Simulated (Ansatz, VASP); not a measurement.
**Two plane-wave programs on Pt**

```xyz
1
Lattice="0.0000 1.9858 1.9858 1.9858 0.0000 1.9858 1.9858 1.9858 0.0000" Properties=species:S:1:pos:R:3 pbc="T T T"
Pt    0.0000    0.0000    0.0000
```

Alike in both runs: task single point; functional PBE; k mesh 14 × 14 × 14; occupations methfessel-paxton of order 1, width 0.01 eV; no spin polarisation.

|  | VASP | Ansatz |
| --- | --- | --- |
| version | VASP 6.6.1 | Ansatz 0.2.0 |
| potentials or method | VASP PAW PBE potentials, release 64 (Pt), cutoff 520 eV | plane waves (420 eV) with PAW, scalar-relativistic |
| valence electrons in the cell | 10 | 18 |

Ansatz gave:

```
pressure (GPa) : -0.5
```

Task: Which values does VASP return?

Result: Pressure (GPa): -1.0.

VASP's potentials hold 10 valence electrons a cell and Ansatz's 18, so a difference there can come from the potentials and not from the codes.

Neither program's run includes spin-orbit coupling.
